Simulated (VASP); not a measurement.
# P (P4/mmm) in VASP: a series of runs

The runs below take P through single point, with PBEsol+D3(BJ).

Program: VASP 6.6.1. These are calculated values, not measurements. Logs are shortened: lines on timing, memory, paths and dates and some standing lists are left out, and cuts for length are marked.

**1. The cell of the first run**

The structure is tetragonal, space group P4/mmm (No. 123). Conventional cell: a = 2.458 Å, b = 2.458 Å, c = 2.261 Å, α = 90.00°, β = 90.00°, γ = 90.00°. Within 3.0 Å of P (site symmetry 4/mmm) lie 6 P at 2.26 to 2.46 Å.

**2. Single point, PBEsol+D3(BJ)**

INCAR reads:

```
ALGO = Normal ; EDIFF = 1E-7
ENCUT = 520 ; GGA = PS
ISIF = 2 ; ISMEAR = 0
IVDW = 12 ; LASPH = True
LCHARG = False ; LREAL = False
LWAVE = False ; NBANDS = 8
NELM = 60 ; PREC = Accurate
SIGMA = 0.15
```

KPOINTS reads:

```
k-points
0
Gamma
  28 28 28
```

POSCAR reads:

```
P
1.0
    2.4578534775      0.0000000000      0.0000000000
    0.0000000000      2.4578534775      0.0000000000
    0.0000000000      0.0000000000      2.2613837280
P
1
Direct
    0.0000000000      0.0000000000      0.0000000000
```

Potentials or basis: VASP PAW PBE potentials, release 64 (P).

The run is started by

```bash
> cat potpaw_PBE.64/P/POTCAR > POTCAR
> mpirun -np 1 vasp_std > vasp.out
```

OUTCAR:

```text
EDIFF = 1E-7
   ENCUT = 520
   GGA = PS
   ISIF = 2
   ISMEAR = 0
   IVDW = 12
   LASPH = True
   LREAL = False
   NELM = 60
   PREC = Accurate
 IVDW          = 12

 ion  position               nearest neighbor table
   1  0.000  0.000  0.000-

  LATTYP: Found a simple tetragonal cell.
 ALAT       =     2.4578534775
 C/A-ratio  =     0.9200644988

  Lattice vectors:

 A1 = (   2.4578534775,   0.0000000000,   0.0000000000)
 A2 = (   0.0000000000,   2.4578534775,   0.0000000000)
 A3 = (   0.0000000000,   0.0000000000,   2.2613837280)

Analysis of symmetry for initial positions (statically):
=====================================================================
 Subroutine PRICEL returns:
 Original cell was already a primitive cell.

 Routine SETGRP: Setting up the symmetry group for a
 simple tetragonal supercell.

 Subroutine GETGRP returns: Found 16 space group operations
 (whereof 16 operations were pure point group operations)
 out of a pool of 16 trial point group operations.

The static configuration has the point symmetry D_4h.

Analysis of symmetry for dynamics (positions and initial velocities):
=====================================================================
 Subroutine PRICEL returns:
 Original cell was already a primitive cell.

 Routine SETGRP: Setting up the symmetry group for a
 simple tetragonal supercell.

 Subroutine GETGRP returns: Found 16 space group operations
 (whereof 16 operations were pure point group operations)
 out of a pool of 16 trial point group operations.

The dynamic configuration has the point symmetry D_4h.

 Subroutine INISYM returns: Found 16 space group operations
 (whereof 16 operations are pure point group operations),
 and found     1 'primitive' translations

----------------------------------------------------------------------------------------

                                     Primitive cell

  volume of cell :      13.6611

  direct lattice vectors                    reciprocal lattice vectors
     2.457853478  0.000000000  0.000000000     0.406859078  0.000000000  0.000000000
     0.000000000  2.457853478  0.000000000     0.000000000  0.406859078  0.000000000
     0.000000000  0.000000000  2.261383728     0.000000000  0.000000000  0.442207126

  length of vectors
     2.457853478  2.457853478  2.261383728     0.406859078  0.406859078  0.442207126

  position of ions in fractional coordinates (direct lattice)
     0.000000000  0.000000000  0.000000000

  ion indices of the primitive-cell ions
   primitive index   ion index
                 1           1

----------------------------------------------------------------------------------------

 KPOINTS: k-points

Automatic generation of k-mesh.
 Grid dimensions read from file:
 generate k-points for:   28   28   28

 Generating k-lattice:

  Cartesian coordinates                     Fractional coordinates (reciprocal lattice)
     0.014530681  0.000000000  0.000000000     0.035714286  0.000000000  0.000000000
     0.000000000  0.014530681  0.000000000     0.000000000  0.035714286  0.000000000
     0.000000000  0.000000000  0.015793112     0.000000000  0.000000000  0.035714286

  Length of vectors
     0.014530681  0.014530681  0.015793112

  Shift w.r.t. Gamma in fractional coordinates (k-lattice)
     0.000000000  0.000000000  0.000000000

 Subroutine IBZKPT returns following result:
 ===========================================

 Found   1800 irreducible k-points:

 Following reciprocal coordinates:
            Coordinates               Weight
  0.000000  0.000000  0.000000      1.000000
  0.035714  0.000000  0.000000      4.000000
  0.071429  0.000000  0.000000      4.000000
  0.107143  0.000000  0.000000      4.000000
  0.142857  0.000000  0.000000      4.000000
  0.178571  0.000000  0.000000      4.000000
[... 16 lines left out ...]
  0.285714  0.035714  0.000000      8.000000
  0.321429  0.035714  0.000000      8.000000
 [... further k-points ...]
   k-points           NKPTS =   1800   k-points in BZ     NKDIM =   1800   number of bands    NBANDS=      8
   number of dos      NEDOS =    301   number of ions     NIONS =      1
   total plane-waves  NPLWV =   5832
   dimension x,y,z NGX =    18 NGY =   18 NGZ =   18
   dimension x,y,z NGXF=    36 NGYF=   36 NGZF=   36
   ions per type =               1
   NGX,Y,Z   is equivalent  to a cutoff of  12.17, 12.17, 13.23 a.u.
   NGXF,Y,Z  is equivalent  to a cutoff of  24.35, 24.35, 26.47 a.u.
 SYSTEM =  unknown system
   PREC   = accura    normal or accurate (medium, high low for compatibility)
   ISTART =      0    job   : 0-new  1-cont  2-samecut
   ICHARG =      2    charge: 1-file 2-atom 10-const
   ISPIN  =      1    spin polarized calculation?
   LNONCOLLINEAR =      F non collinear calculations
   LSORBIT =      F    spin-orbit coupling
   LASPH  =      T    aspherical Exc in radial PAW
   ENCUT  =  520.0 eV  38.22 Ry    6.18 a.u.   4.57  4.57  4.20*2*pi/ulx,y,z
   NELM   =     60;   NELMIN=  2; NELMDL= -5     # of ELM steps
   EDIFF  = 0.1E-06   stopping-criterion for ELM
   LREAL  =      F    real-space projection
   EDIFFG = 0.1E-05   stopping-criterion for IOM
   NSW    =      0    number of steps for IOM
   IBRION =     -1    ionic relax: 0-MD 1-quasi-New 2-CG
   NFREE  =      0    steps in history (QN), initial steepest desc. (CG)
   ISIF   =      2    stress and relaxation
   ISYM   =      2    0-nonsym 1-usesym 2-fastsym
   POTIM  = 0.5000    time-step for ionic-motion
   TEBEG  =    0.0;   TEEND  =   0.0 temperature during run
   PSTRESS=    0.0 pullay stress
   NELECT =       5.0000    total number of electrons
   NUPDOWN=      -1.0000    fix difference up-down
   EMIN   =  10.00;   EMAX   =-10.00  energy-range for DOS
   EFERMI =   0.00;   METHOD = LEGACY
   ISMEAR =     0;   SIGMA  =   0.15  broadening in eV -4-tet -1-fermi 0-gaus
   EFERMI_NEDOS =   21; number of points for ismear=-14 and -15
   IALGO  =     38    algorithm
   IMIX   =      4    mixing-type and parameters
     AMIX     =   0.40;   BMIX     =  1.00
     AMIX_MAG =   1.60;   BMIX_MAG =  1.00
  volume/ion in A,a.u.               =      13.66        92.19
  Fermi-wavevector in a.u.,A,eV,Ry     =   1.171034  2.212933 18.657942  1.371320
  Thomas-Fermi vector in A             =   2.307484
   LORBIT       =      0    0 simple, 1 ext, 2 COOP (PROOUT), +10 PAW based schemes
   GGA     = PS    functional components
   LHFCALC =     F    Hartree Fock is set to
   AEXX    =    0.0000 exact exchange contribution
   IVDW    =    12    specifies the selected vdW correction
   LEPSILON=     F    determine dielectric tensor
   LRPA    =     F    only Hartree local field effects (RPA)
 non-spin polarized calculation
 Gauss-broadening in eV      SIGMA  =   0.15
  energy-cutoff  :      520.00
  volume of cell :       13.66
 maximum number of plane-waves:       392
   NGX =  9   NGY =  9   NGZ =  9

 number of electron       5.0000000 magnetization

 Free energy of the ion-electron system (eV)
  ---------------------------------------------------
  ext. energy  EPLUGINS =         0.00000000
  ---------------------------------------------------
  free energy    TOTEN  =        -5.70412723 eV

  energy without entropy =       -5.70028172  energy(sigma->0) =       -5.70220448

 E-fermi :  10.5181     XC(G=0): -11.6479

 val. band max:       10.5163326409   @ k =   0.5000   0.2500   0.2857
 cond. band min:      10.5203448443   @ k =   0.4643   0.2500   0.1786
 fundamental gap:      0.0040122034
 Fermi energy:        10.5180609230

 k-point     1 :       0.0000    0.0000    0.0000
  band No.  band energies     occupation
      1      -6.7145      2.00000
      2      14.6305      0.00000
      3      14.6305      0.00000
      4      16.6968      0.00000
      5      17.4151      0.00000
      6      18.5171      0.00000
      7      25.8440      0.00000
      8      34.1668      0.00000

 k-point     2 :       0.0357    0.0000    0.0000
  band No.  band energies     occupation
      1      -6.6861      2.00000
      2      13.9767      0.00000
      3      14.6530      0.00000
      4      17.0234      0.00000
      5      17.7679      0.00000
      6      18.5390      0.00000
      7      25.9045      0.00000
      8      33.9226      0.00000

 k-point     3 :       0.0714    0.0000    0.0000
  band No.  band energies     occupation
      1      -6.6008      2.00000
      2      12.7932      0.00000
      3      14.7204      0.00000
      4      17.2083      0.00000
      5      18.6046      0.00000
      6      18.8367      0.00000
      7      26.0904      0.00000
      8      33.2757      0.00000

 k-point     4 :       0.1071    0.0000    0.0000
  band No.  band energies     occupation
      1      -6.4590      2.00000
      2      11.5253      0.00000
      3      14.8319      0.00000
      4      17.3434      0.00000
      5      18.7130      0.00000
      6      20.0638      0.00000
      7      26.4138      0.00000
      8      32.3880      0.00000

 k-point     5 :       0.1429    0.0000    0.0000
  band No.  band energies     occupation
      1      -6.2614      2.00000
      2      10.2576      1.98593
      3      14.9861      0.00000
      4      17.5052      0.00000
      5      18.8631      0.00000
      6      21.2565      0.00000
      7      26.8917      0.00000
      8      31.3866      0.00000
[... 177 lines left out ...]
 k-point    22 :       0.2500    0.0357    0.0000
  band No.  band energies     occupation
      1      -5.3187      2.00000
      2       6.6815      2.00000
      3      15.0996      0.00000
      4      18.7457      0.00000
      5      19.5598      0.00000
      6      24.1601      0.00000
      7      27.7177      0.00000
      8      29.5609      0.00000

 k-point    23 :       0.2857    0.0357    0.0000
  band No.  band energies     occupation
      1      -4.9153      2.00000
      2       5.5809      2.00000
      3      15.3974      0.00000
      4      19.0144      0.00000
      5      19.8445      0.00000
      6      24.8117      0.00000
      7      26.9892      0.00000
      8      30.1365      0.00000

 k-point    24 :       0.3214    0.0357    0.0000
  band No.  band energies     occupation
      1      -4.4710      2.00000
      2       4.5435      2.00000
      3      15.7123      0.00000
      4      19.2911      0.00000
      5      20.1457      0.00000
      6      25.1862      0.00000
      7      26.4445      0.00000
      8      29.9407      0.00000

 [... further k-points ...]

------------------------ aborting loop because EDIFF is reached ----------------------------------------

 Edisp (eV)   -0.41508

 E8    (eV) :    -0.2463

  FORCE on cell =-STRESS in cart. coord.  units (eV):
  Direction    XX          YY          ZZ          XY          YZ          ZX
  --------------------------------------------------------------------------------------
  -------------------------------------------------------------------------------------
  Total      -0.55600    -0.55600     1.66219     0.00000     0.00000     0.00000
  in kB     -65.20741   -65.20741   194.94202     0.00000     0.00000     0.00000
  external pressure =       21.51 kB  Pullay stress =        0.00 kB

 VOLUME and BASIS-vectors are now :
 -----------------------------------------------------------------------------
  energy-cutoff  :      520.00
  volume of cell :       13.66
      direct lattice vectors                 reciprocal lattice vectors
     2.457853478  0.000000000  0.000000000     0.406859078  0.000000000  0.000000000
     0.000000000  2.457853478  0.000000000     0.000000000  0.406859078  0.000000000
     0.000000000  0.000000000  2.261383728     0.000000000  0.000000000  0.442207126

 POSITION                                       TOTAL-FORCE (eV/Angst)
 -----------------------------------------------------------------------------------
      0.00000      0.00000      0.00000         0.000000      0.000000      0.000000
 -----------------------------------------------------------------------------------
    total drift:                               -0.000000     -0.000000      0.000000

  FREE ENERGIE OF THE ION-ELECTRON SYSTEM (eV)
  ---------------------------------------------------
  free  energy   TOTEN  =        -6.1192026900 eV

  energy  without entropy=       -6.1153571802  energy(sigma->0) =       -6.11727994
```

It took 2.3 min on 1 thread of AMD EPYC 7R43 (Zen 3), shared host; peak memory 0.23 GiB.

What came out:

```yaml
Free_energy: -6.1192 eV
Pressure: 2.2 GPa
Dispersion_energy_per_atom: -0.415 eV
```

Caveat: the PAW data sets were made with another functional, which shifts forces and pressure a little; pairwise dispersion overbinds metals, which lowers pressure and volume.

**3. Single point, PBEsol+D3(BJ)**

This run uses another cell than the first one, of the same volume but with other edges.

INCAR reads:

```
SYSTEM = P
PREC = Accurate
ENCUT = 520
EDIFF = 1E-6
ISMEAR = 0
SIGMA = 0.15
LREAL = .False.
LASPH = .True.
NELM = 100
ALGO = Normal
ISIF = 2
LWAVE = .False.
LCHARG = .False.
GGA = PS
IVDW = 12
NBANDS = 8
```

KPOINTS reads:

```
regular mesh
0
Gamma
  28 28 28
  0 0 0
```

POSCAR reads:

```
P
1.0
    2.3157288346      0.0000000000      0.0000000000
    0.0000000000      2.3157288346      0.0000000000
    0.0000000000      0.0000000000      2.5474803028
P
1
Direct
    0.0000000000      0.0000000000      0.0000000000
```

Potentials or basis: VASP PAW PBE potentials, release 64 (P).

The run is started by

```bash
> cat potpaw_PBE.64/P/POTCAR > POTCAR
> mpirun -np 1 vasp_std > vasp.out
```

It took 3 min on 1 thread of AMD EPYC 7R43 (Zen 3), shared host; peak memory 0.23 GiB.

Results (log left out):

```
Free energy                : -6.1120 eV
Pressure                   : 2.5 GPa
Dispersion energy per atom : -0.415 eV
```

Stress tensor (GPa, compression positive):
```
 10.68   0.00   0.00
  0.00  10.68   0.00
  0.00   0.00 -13.81
```

Levels at points of the mesh, in eV from the Fermi level:
```csv
k point,band 1,band 2,band 3,band 4,band 5,band 6,band 7
"(0.00, 0.00, 0.00)",-17.26,2.70,5.73,6.76,6.76,7.30,15.36
"(0.50, 0.00, 0.00)",-11.92,-9.38,6.37,9.44,10.34,12.13,15.58
"(0.50, 0.50, 0.00)",-5.89,-5.29,-5.29,0.56,9.81,15.37,15.37
"(0.00, 0.00, 0.50)",-13.78,-9.21,8.97,8.97,9.16,16.20,16.20
"(0.50, 0.00, 0.50)",-8.10,-6.67,-4.88,0.46,12.36,17.62,17.92
"(0.50, 0.50, 0.50)",-2.88,-2.88,-0.89,-0.80,3.49,4.93,4.93
```

Caveat: the PAW data sets were made with another functional, which shifts forces and pressure a little; pairwise dispersion overbinds metals, which lowers pressure and volume.
